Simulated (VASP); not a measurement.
# SiNi3 (Pm-3m) in VASP: notebook, part 2 of 2

VASP 6.6.1. The steps go on from the part before.

**4. Single point, PBE**

This run uses another cell than the first one, of 10.78 Å³/atom, 1.064 times its volume.

INCAR

```
SYSTEM = SiNi3
PREC     = Accurate       ! precision mode
ENCUT    = 520            ! plane-wave cutoff, eV
EDIFF    = 1E-7           ! SCF threshold, eV
ISMEAR   = 0              ! smearing method
SIGMA    = 0.1            ! smearing width, eV
LREAL    = .False.        ! projectors in reciprocal space
LASPH    = .True.         ! aspherical terms in the spheres
NELM     = 80             ! most SCF steps
ALGO     = Normal         ! electronic algorithm
ISIF     = 2              ! what is computed and relaxed
LWAVE    = .False.        ! write WAVECAR
LCHARG   = .False.        ! write CHGCAR
GGA      = PE             ! functional
NBANDS   = 25             ! bands
```

KPOINTS

```
regular mesh
0
Gamma
  12 12 12
  0 0 0
```

POSCAR

```
SiNi3
1.0
    3.5062675376      0.0000000000      0.0000000000
    0.0000000000      3.5062675376      0.0000000000
    0.0000000000      0.0000000000      3.5062675376
Si Ni
1 3
Direct
    0.0000000000      0.0000000000      0.0000000000
    0.0000000000      0.5000000000      0.5000000000
    0.5000000000      0.0000000000      0.5000000000
    0.5000000000      0.5000000000      0.0000000000
```

Potentials or basis: VASP PAW PBE potentials, release 64 (Si, Ni).

Launch:

```sh
> cat potpaw_PBE.64/Si/POTCAR potpaw_PBE.64/Ni/POTCAR > POTCAR
> mpirun -np 1 vasp_std > vasp.out
```

OUTCAR:

```text
SYSTEM = SiNi3
   PREC = Accurate
   ENCUT = 520
   EDIFF = 1E-7
   ISMEAR = 0
   LREAL = .False.
   LASPH = .True.
   NELM = 80
   ISIF = 2
   GGA = PE

 ion  position               nearest neighbor table
   1  0.000  0.000  0.000-   2 2.48   3 2.48   4 2.48   2 2.48   3 2.48   2 2.48   4 2.48   2 2.48
                             3 2.48   4 2.48   3 2.48   4 2.48
   2  0.000  0.500  0.500-   1 2.48   3 2.48   4 2.48   1 2.48   4 2.48   1 2.48   3 2.48   1 2.48
                             3 2.48   4 2.48   4 2.48   3 2.48
   3  0.500  0.000  0.500-   1 2.48   2 2.48   4 2.48   1 2.48   4 2.48   2 2.48   4 2.48   4 2.48
                             1 2.48   2 2.48   1 2.48   2 2.48
   4  0.500  0.500  0.000-   1 2.48   2 2.48   3 2.48   2 2.48   3 2.48   1 2.48   3 2.48   3 2.48
                             1 2.48   2 2.48   2 2.48   1 2.48

  LATTYP: Found a simple cubic cell.
 ALAT       =     3.5062675376

  Lattice vectors:

 A1 = (   3.5062675376,   0.0000000000,   0.0000000000)
 A2 = (   0.0000000000,   3.5062675376,   0.0000000000)
 A3 = (   0.0000000000,   0.0000000000,   3.5062675376)

Analysis of symmetry for initial positions (statically):
=====================================================================
 Subroutine PRICEL returns:
 Original cell was already a primitive cell.

 Routine SETGRP: Setting up the symmetry group for a
[... 171 lines left out ...]
  energy without entropy =      -23.67561498  energy(sigma->0) =      -23.68079009

 E-fermi :  10.6538     XC(G=0): -13.0972

 val. band max:       10.6445401488   @ k =   0.0833   0.0833   0.0000
 cond. band min:      10.6750824106   @ k =   0.4167   0.4167   0.3333
 fundamental gap:      0.0305422618
 Fermi energy:        10.6538444653

 k-point     1 :       0.0000    0.0000    0.0000
  band No.  band energies     occupation
      1      -1.2720      2.00000
      2       5.7858      2.00000
      3       6.6057      2.00000
      4       6.6057      2.00000
      5       7.1244      2.00000
      6       7.1244      2.00000
[... 661 lines left out ...]
     24      20.4767      0.00000
     25      21.3793      0.00000

 [... further k-points ...]
[... 5 lines left out ...]
  --------------------------------------------------------------------------------------
  -------------------------------------------------------------------------------------
  Total        0.0064674      0.0064674      0.0064674      0.0000000      0.0000000      0.0000000
  in kB        0.2403838      0.2403838      0.2403838      0.0000000      0.0000000      0.0000000
  external PRESSURE =       0.2403838 kB  Pullay stress =       0.0000000 kB

 VOLUME and BASIS-vectors are now :
 -----------------------------------------------------------------------------
  energy-cutoff  :      520.00
  volume of cell :       43.11
      direct lattice vectors                 reciprocal lattice vectors
     3.506267538  0.000000000  0.000000000     0.285203565  0.000000000  0.000000000
     0.000000000  3.506267538  0.000000000     0.000000000  0.285203565  0.000000000
     0.000000000  0.000000000  3.506267538     0.000000000  0.000000000  0.285203565

 POSITION                                       TOTAL-FORCE (eV/Angst)
 -----------------------------------------------------------------------------------
      0.00000      0.00000      0.00000         0.000000      0.000000      0.000000
      0.00000      1.75313      1.75313         0.000000      0.000000      0.000000
      1.75313      0.00000      1.75313         0.000000      0.000000      0.000000
      1.75313      1.75313      0.00000         0.000000      0.000000      0.000000
 -----------------------------------------------------------------------------------
    total drift:                                0.000000      0.000000      0.000000

  FREE ENERGIE OF THE ION-ELECTRON SYSTEM (eV)
  ---------------------------------------------------
  free  energy   TOTEN  =       -23.6859651948 eV

  energy  without entropy=      -23.6756149807  energy(sigma->0) =      -23.68079009
```

stdout:

```text
POSCAR found type information on POSCAR SiNi
 POSCAR found :  2 types and       4 ions
 scaLAPACK will be used
 LDA part: xc-table for (Slater+PW92), standard interpolation
 POSCAR, INCAR and KPOINTS ok, starting setup
 FFT: planning ... GRIDC
 FFT: planning ... GRID_SOFT
 FFT: planning ... GRID
 WAVECAR not read
 entering main loop
```

It took 45 s on 1 thread of Intel Xeon 6975P-C (Granite Rapids), shared host; peak memory 0.2 GiB.

Results:

```yaml
Free_energy: -23.6860 eV
Pressure: 0.0 GPa
Band_gap_on_the_k_mesh: zero (band 17 reaches 10.69 eV, above the bottom of band 18 at 10.45 eV)
```

Spin polarisation is off, so any magnetic state and its effect on volume and gap are missing.

**5. Summary**

| cell | gap on the mesh (eV) | pressure (GPa) |
| --- | --- | --- |
| a = 3.435 Å, 4 atoms | none | 15.2 |
| a = 3.471 Å, 4 atoms | none | 7.0 |
| a = 3.506 Å, 4 atoms | none | 0.0 |

Alike in all rows: task single point; level PBE; potentials or basis VASP PAW PBE potentials, release 64 (Si, Ni); no spin polarisation; k mesh 12 × 12 × 12; cutoff (eV) 520; smearing gaussian 0.1 eV.

Absolute energies hang on the potentials; compare differences alone.
